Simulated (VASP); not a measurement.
Here is a VASP 6.6.1 calculation.

INCAR

```
  PREC = Accurate
  ENCUT = 400
  EDIFF = 1E-8
  ISMEAR = -1
  SIGMA = 0.05
  LREAL = False
  LASPH = True
  NELM = 120
  ALGO = Normal
  ISIF = 2
  LWAVE = False
  LCHARG = False
  GGA = PE
  LEFG = True
  ISYM = 0
  NBANDS = 12
  GGA_COMPAT = False
```

File KPOINTS:

```
regular mesh
0
Gamma
  12 12 14
```

File POSCAR:

```
In
1.0
   -1.6749345000      1.6749345000      2.4739500000
    1.6749345000     -1.6749345000      2.4739500000
    1.6749345000      1.6749345000     -2.4739500000
In
1
Direct
    0.0000000000      0.0000000000      0.0000000000
```

Potentials or basis: VASP PAW PBE potentials, release 64 (In_d).

The run is started by

```console
$ cat potpaw_PBE.64/In_d/POTCAR > POTCAR
$ mpirun -np 1 vasp_std > vasp.out
```

(1) Predict the pressure.

Answers

(1) -0.4 GPa.

Caveat: the cell differs from its parent crystal (equal xx and yy strain of +3 %); without QUAD_EFG the Cq values of the log hold for a quadrupole moment of 1 mb, not for the nuclei.
